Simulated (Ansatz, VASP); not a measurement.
## One calculation of P, two programs

```
CELL_PARAMETERS angstrom
2.68265 0.00000 0.00000
-1.34132 2.32324 0.00000
0.00000 0.00000 4.54913
ATOMIC_POSITIONS crystal
P 0.33333 0.66667 0.25000
P 0.66667 0.33333 0.75000
```

Change from the starting cell: volume scaled by 0.975.

Alike in both runs: task single point; functional PBE; k mesh 15 × 15 × 8; occupations fermi-dirac, width 0.05 eV; no spin polarisation.

|  | VASP | Ansatz |
| --- | --- | --- |
| version | VASP 6.6.1 | Ansatz 0.2.0 |
| potentials or method | VASP PAW PBE potentials, release 64 (P), cutoff 520 eV | all-electron LAPW, scalar-relativistic |

```tsv
	VASP	Ansatz	Ansatz less VASP
pressure (GPa)	2.2	2.4	+0.27
```

Ansatz ran all-electron here, and VASP with PAW potentials.
